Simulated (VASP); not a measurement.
# Al3BSb2 (P6/mmm) in VASP: notebook, part 3 of 3

VASP 6.6.1. Earlier steps stand in the parts before.

**5. Relaxation of cell and atoms, PBE**

This run uses another cell than the first one, of 22.17 Å³/atom.

INCAR reads:

```
SYSTEM = Al3BSb2
  ALGO = Normal
  EDIFF = 1E-7
  EDIFFG = -0.08
  ENCUT = 500
  GGA = PE
  GGA_COMPAT = .False.
  IBRION = 2
  ISIF = 3
  ISMEAR = 0
  LASPH = .True.
  LCHARG = .False.
  LREAL = .False.
  LWAVE = .False.
  NELM = 120
  NELMIN = 4
  NSW = 36
  PREC = Accurate
  SIGMA = 0.2
```

KPOINTS reads:

```
k-points
0
Gamma
  3 3 4
  0 0 0
```

POSCAR reads:

```
Al3BSb2
1.0
    5.9452126500      0.0000000000      0.0000000000
   -2.9726063300      5.1487051900      0.0000000000
    0.0000000000      0.0000000000      4.3458947800
Al B Sb
3 1 2
Direct
    0.5000000000      0.0000000000      0.0000000000
    0.0000000000      0.5000000000      0.0000000000
    0.5000000000      0.5000000000      0.0000000000
    0.0000000000      0.0000000000      0.5000000000
    0.3333333300      0.6666666700      0.0000000000
    0.6666666700      0.3333333300      0.0000000000
```

Potentials or basis: VASP PAW PBE potentials, release 64 (Al, B, Sb).

Launch:

```bash
$ cat potpaw_PBE.64/Al/POTCAR potpaw_PBE.64/B/POTCAR potpaw_PBE.64/Sb/POTCAR > POTCAR
$ mpirun -np 1 vasp_std > vasp.out
```

OUTCAR:

```text
SYSTEM = Al3BSb2
   EDIFF = 1E-7
   EDIFFG = -0.08
   ENCUT = 500
   GGA = PE
   IBRION = 2
   ISIF = 3
   ISMEAR = 0
   LASPH = .True.
   LREAL = .False.
   NELM = 120
   NELMIN = 4
   NSW = 36
   PREC = Accurate

 ion  position               nearest neighbor table
   1  0.500  0.000  0.000-   5 1.72   6 1.72   2 2.97   2 2.97   3 2.97   3 2.97
   2  0.000  0.500  0.000-   5 1.72   6 1.72   3 2.97   3 2.97   1 2.97   1 2.97
   3  0.500  0.500  0.000-   5 1.72   6 1.72   2 2.97   2 2.97   1 2.97   1 2.97
   4  0.000  0.000  0.500-
   5  0.333  0.667  0.000-   2 1.72   1 1.72   3 1.72   6 3.43   6 3.43   6 3.43
   6  0.667  0.333  0.000-   2 1.72   1 1.72   3 1.72   5 3.43   5 3.43   5 3.43

 -----------------------------------------------------------------------------
|                                                                             |
|           W    W    AA    RRRRR   N    N  II  N    N   GGGG   !!!           |
|           W    W   A  A   R    R  NN   N  II  NN   N  G    G  !!!           |
|           W    W  A    A  R    R  N N  N  II  N N  N  G       !!!           |
|           W WW W  AAAAAA  RRRRR   N  N N  II  N  N N  G  GGG   !            |
|           WW  WW  A    A  R   R   N   NN  II  N   NN  G    G                |
|           W    W  A    A  R    R  N    N  II  N    N   GGGG   !!!           |
|                                                                             |
|     The distance between some ions is very small. Please check the          |
|     nearest-neighbor list in the OUTCAR file.                               |
|     I HOPE YOU KNOW WHAT YOU ARE DOING!                                     |
|                                                                             |
 -----------------------------------------------------------------------------

  LATTYP: Found a hexagonal cell.
 ALAT       =     5.9452126500
 C/A-ratio  =     0.7309906366

  Lattice vectors:

 A1 = (   5.9452126500,   0.0000000000,   0.0000000000)
 A2 = (  -2.9726063300,   5.1487051900,   0.0000000000)
 A3 = (   0.0000000000,   0.0000000000,   4.3458947800)

Analysis of symmetry for initial positions (statically):
=====================================================================
 Subroutine PRICEL returns:
 Original cell was already a primitive cell.

 Routine SETGRP: Setting up the symmetry group for a
 hexagonal supercell.

 Subroutine GETGRP returns: Found 24 space group operations
 (whereof 24 operations were pure point group operations)
 out of a pool of 24 trial point group operations.

The static configuration has the point symmetry D_6h.

Analysis of symmetry for dynamics (positions and initial velocities):
[... 125 lines left out ...]
  Fermi-wavevector in a.u.,A,eV,Ry     =   0.898602  1.698112 10.986515  0.807486
  Thomas-Fermi vector in A             =   2.021332
   LORBIT       =      0    0 simple, 1 ext, 2 COOP (PROOUT), +10 PAW based schemes
   GGA     = PE    functional components
   LHFCALC =     F    Hartree Fock is set to
   AEXX    =    0.0000 exact exchange contribution
   IVDW    =     0    specifies the selected vdW correction
   LEPSILON=     F    determine dielectric tensor
   LRPA    =     F    only Hartree local field effects (RPA)
 conjugate gradient relaxation of ions
 non-spin polarized calculation
 Gauss-broadening in eV      SIGMA  =   0.20
  energy-cutoff  :      500.00
  volume of cell :      133.03
 maximum number of plane-waves:      3411
 NGX is ok and might be reduce to    48
   NGX = 21   NGY = 21   NGZ = 15

--------------------------------------- Ionic step        1  -------------------------------------------

 number of electron      22.0000000 magnetization

 Free energy of the ion-electron system (eV)
  ---------------------------------------------------
  ext. energy  EPLUGINS =         0.00000000
  ---------------------------------------------------
  free energy    TOTEN  =        36.65282178 eV

  energy without entropy =       36.77328249  energy(sigma->0) =       36.71305213

 E-fermi :   6.5820     XC(G=0):  -8.8998

 val. band max:        6.5778628425   @ k =   0.3333   0.0000   0.2500
 cond. band min:       6.5887044295   @ k =   0.0000   0.0000   0.2500
 fundamental gap:      0.0108415870
 Fermi energy:         6.5820379747
[... 433 lines left out ...]
      2      -9.2336      2.00000
      3      -7.5953      2.00000
      4      -5.2335      2.00000
      5      -5.1078      2.00000
      6      -5.1078      2.00000
      7      -2.7728      2.00000
      8      -2.7728      2.00000
      9      -2.1251      1.99996
     10      -2.0985      1.99991
     11      -1.6751      1.63906
     12      -1.6751      1.63906
     13      -1.6490      1.53376
     14      -1.4173      0.36326
     15      -1.4173      0.36325

[... ionic steps 4 to 11 ...]

--------------------------------------- Ionic step       12  -------------------------------------------

 number of electron      21.9999994 magnetization

------------------------ aborting loop because EDIFF is reached ----------------------------------------
[... 75 lines left out ...]
--------------------------------------- Ionic step       14  -------------------------------------------

 number of electron      21.9999993 magnetization

 Free energy of the ion-electron system (eV)
  ---------------------------------------------------
  ext. energy  EPLUGINS =         0.00000000
  ---------------------------------------------------
  free energy    TOTEN  =       -17.08570780 eV

  energy without entropy =      -16.94074338  energy(sigma->0) =      -17.01322559

 E-fermi :   1.9641     XC(G=0):  -7.1633

 val. band max:        1.8795857738   @ k =   0.3333   0.3333   0.2500
 cond. band min:       1.9919509314   @ k =   0.3333   0.0000   0.2500
 fundamental gap:      0.1123651576
 Fermi energy:         1.9641060811
[... 193 lines left out ...]
  FREE ENERGIE OF THE ION-ELECTRON SYSTEM (eV)
  ---------------------------------------------------
  free  energy   TOTEN  =       -17.0857077987 eV

  energy  without entropy=      -16.9407433787  energy(sigma->0) =      -17.01322559

 reached required accuracy - stopping structural energy minimisation
```

OSZICAR:

```text
N       E                     dE             d eps       ncg     rms          rms(c)
DAV:   1     0.164887437689E+03    0.16489E+03   -0.80408E+03   270   0.114E+03
DAV:   2     0.422966240177E+02   -0.12259E+03   -0.12106E+03   380   0.188E+02
DAV:   3     0.339908207083E+02   -0.83058E+01   -0.82050E+01   361   0.545E+01
[... 295 lines left out ...]
DAV:   5    -0.170857171203E+02    0.35325E-03   -0.10562E-03   319   0.135E-01    0.902E-02
DAV:   6    -0.170857102713E+02    0.68490E-05   -0.14352E-04   305   0.624E-02    0.129E-02
DAV:   7    -0.170857074229E+02    0.28484E-05   -0.26895E-05   326   0.175E-02    0.772E-03
DAV:   8    -0.170857078014E+02   -0.37848E-06   -0.21107E-06   305   0.770E-03    0.323E-03
DAV:   9    -0.170857077987E+02    0.27715E-08   -0.42864E-07   240   0.282E-03
  14 F= -.17085708E+02 E0= -.17013226E+02  d E =-.255657E+01
```

CONTCAR:

```text
Al3BSb2
   1.00000000000000
     9.2507788613247293   -0.0000000032787498    0.0000000000000000
    -4.6253894412818681    8.0114095116425990   -0.0000000000000000
     0.0000000000000000    0.0000000000000000    3.0481698834667705
  Al              B               Sb
     3     1     2
Direct
     0.5000000000000000    0.0000000000000000    0.0000000000000000
     0.0000000000000000    0.5000000000000000    0.0000000000000000
     0.5000000000000000    0.5000000000000000    0.0000000000000000
     0.0000000000000000    0.0000000000000000    0.5000000000000000
     0.3333333300000021    0.6666666699999979    0.0000000000000000
     0.6666666699999979    0.3333333300000021    0.0000000000000000

  0.00000000E+00  0.00000000E+00  0.00000000E+00
  0.00000000E+00  0.00000000E+00  0.00000000E+00
  0.00000000E+00  0.00000000E+00  0.00000000E+00
  0.00000000E+00  0.00000000E+00  0.00000000E+00
  0.00000000E+00  0.00000000E+00  0.00000000E+00
  0.00000000E+00  0.00000000E+00  0.00000000E+00
```

Wall time 4.7 min (1 thread of AMD EPYC 9R45 (Zen 5), shared host); peak memory 0.24 GiB.

Results:

```
Free energy                           : -17.0857 eV
Relaxed volume                        : 37.65 Å³/atom
Relaxed cell                          : a = 9.251 Å, b = 9.251 Å, c = 3.048 Å, α = 90.00°, β = 90.00°, γ = 120.00°
Space group after relaxing (to 0.1 Å) : P6/mmm (No. 191)
Energy gained by relaxing             : 8956.4 meV/atom
Ionic steps                           : 14
Pressure after relaxing               : -0.1 GPa
Band gap on the k mesh                : zero (bands 11 and 12 overlap by 1.63 eV)
```

Stress tensor (GPa, compression positive):
```
-0.17  0.00  0.00
 0.00 -0.17  0.00
 0.00  0.00  0.07
```

The path:
```tsv
step	energy change (eV)	largest force (eV/Å)	pressure (GPa)	volume (Å³)
1	0.0000	0.0000	131.66	133.03
2	-45.0532	0.0000	-2.08	697.46
3	-45.5654	0.0000	-2.21	659.52
4	-46.1181	0.0000	-2.35	622.68
5	-51.1471	0.0000	-1.48	335.29
6	-51.0525	0.0000	0.63	293.37
7	-51.1828	0.0000	-0.92	321.31
8	-51.1820	0.0000	-0.71	316.79
9	-51.3773	0.0000	-0.88	306.44
10	-52.3836	0.0000	-1.43	275.41
11	-53.6549	0.0000	1.64	213.43
12	-53.7325	0.0000	0.25	223.29
13	-53.7135	0.0000	-0.77	231.85
14	-53.7385	0.0000	-0.09	225.91
```

Final structure:
```xyz
6
Lattice="9.2508 0.0000 0.0000 -4.6254 8.0114 0.0000 0.0000 0.0000 3.0482" Properties=species:S:1:pos:R:3 pbc="T T T"
Al    4.6254    0.0000    0.0000
Al   -2.3127    4.0057    0.0000
Al    2.3127    4.0057    0.0000
B     0.0000    0.0000    1.5241
Sb    0.0000    5.3409    0.0000
Sb    4.6254    2.6705    0.0000
```

Caveat: the k points lie up to 0.52 Å⁻¹ apart in the final cell, too coarse for converged energies and pressures of a metal; the volume moved by over 15 % at a fixed basis, so the end points are rough; spin-orbit coupling is left out, which moves the levels of the heavy elements.

**6. Overview**

| task | cell | k mesh | gap on the mesh (eV) | pressure (GPa) | relaxed volume (Å³/atom) |
| --- | --- | --- | --- | --- | --- |
| single point | a = 5.167, b = 5.167, c = 5.797 Å, angles 90.0, 90.0, 120.0°, 6 atoms, atomic positions A | 4 × 4 × 3 | none | 0.4 | - |
| relaxation of cell and atoms | relaxed from a = 4.900, b = 4.900, c = 6.103 Å, angles 90.0, 90.0, 120.0°, 6 atoms, atomic positions A | 4 × 4 × 3 | none | -0.1 | 22.54 |
| relaxation of cell and atoms | relaxed from a = 4.655, b = 4.655, c = 7.440 Å, angles 90.0, 90.0, 120.0°, 6 atoms, atomic positions B | 4 × 4 × 2 | none | 0.1 | 35.49 |
| relaxation of cell and atoms | relaxed from a = 5.945, b = 5.945, c = 4.346 Å, angles 90.0, 90.0, 120.0°, 6 atoms, atomic positions C | 3 × 3 × 4 | none | -0.1 | 37.65 |

Alike in all rows: level PBE; potentials or basis VASP PAW PBE potentials, release 64 (Al, B, Sb); no spin polarisation; cutoff (eV) 500; smearing gaussian 0.2 eV.

Caveats: all runs use coarse meshes; spin-orbit coupling is left out, which moves the levels of the heavy elements; the volume moved by over 15 % at a fixed basis, so the end points are rough (at least some runs); semilocal functionals underestimate gaps, so a narrow gap can read as zero (at least some runs); the relaxation stopped at a loose force limit of 0.08 eV/Å, so its end isn't a converged minimum (at least some runs).

Total energies depend on the potentials used, so only differences within one code and one set of settings carry meaning.
